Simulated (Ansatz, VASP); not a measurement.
# Two plane-wave programs on CsSnI3

File INCAR:

```
SYSTEM = CsSnI3
  ALGO = Normal
  EDIFF = 1E-6
  ENCUT = 520
  GGA = PS
  ISIF = 2
  ISMEAR = 0
  LASPH = .True.
  LCHARG = .False.
  LREAL = .False.
  LWAVE = .False.
  NBANDS = 30
  NELM = 60
  PREC = Accurate
  SIGMA = 0.01
```

The input KPOINTS:

```
k-points
0
Gamma
  6 6 6
  0 0 0
```

POSCAR

```
CsSnI3
1.0
    6.3320801574      0.0000000000      0.0000000000
    0.0000000000      6.3320801574      0.0000000000
    0.0000000000      0.0000000000      6.3320801574
Cs Sn I
1 1 3
Direct
    0.0000000000      0.0000000000      0.0000000000
    0.5000000000      0.5000000000      0.5000000000
    0.0000000000      0.5000000000      0.5000000000
    0.5000000000      0.0000000000      0.5000000000
    0.5000000000      0.5000000000      0.0000000000
```

Input for Ansatz:

```yaml
crystal:
  lattice:
    - [6.3320801574, 0.0, 0.0]
    - [0.0, 6.3320801574, 0.0]
    - [0.0, 0.0, 6.3320801574]
  atoms:
    - { symbol: Cs, position: [0.0, 0.0, 0.0] }
    - { symbol: Sn, position: [0.5, 0.5, 0.5] }
    - { symbol: I, position: [0.0, 0.5, 0.5] }
    - { symbol: I, position: [0.5, 0.0, 0.5] }
    - { symbol: I, position: [0.5, 0.5, 0.0] }
basis:
  ecutwfc: 420
kpoints:
  mp_grid: { grid: [6, 6, 6] }
hamiltonian:
  xc: pbesol
scf:
  occupations: { method: gaussian, width: 0.01 }
output:
  forces: true
  stress: true
  eigenvalues: true
```

Alike in both runs: task single point; functional PBEsol; k mesh 6 × 6 × 6; occupations gaussian, width 0.01 eV; no spin polarisation.

```csv
,VASP,Ansatz
version,VASP 6.6.1,Ansatz 0.2.0
potentials or method,"VASP PAW PBE potentials, release 64 (Cs_sv, Sn_d, I), cutoff 520 eV","scalar-relativistic, plane waves, PAW"
valence electrons in the cell,44,74
```

```csv
,VASP,Ansatz,Ansatz less VASP
gap on the k mesh at the Fermi level (eV),0.51,0.52,+0.008
least direct gap on the mesh (eV),0.51,0.52,+0.008
pressure (GPa),-1.4,-1.4,0.00
```

VASP's potentials were made for PBE, not for PBEsol. VASP's potentials hold 44 valence electrons a cell and Ansatz's 74, so a difference there can come from the potentials and not from the codes.

Neither program's run includes spin-orbit coupling.
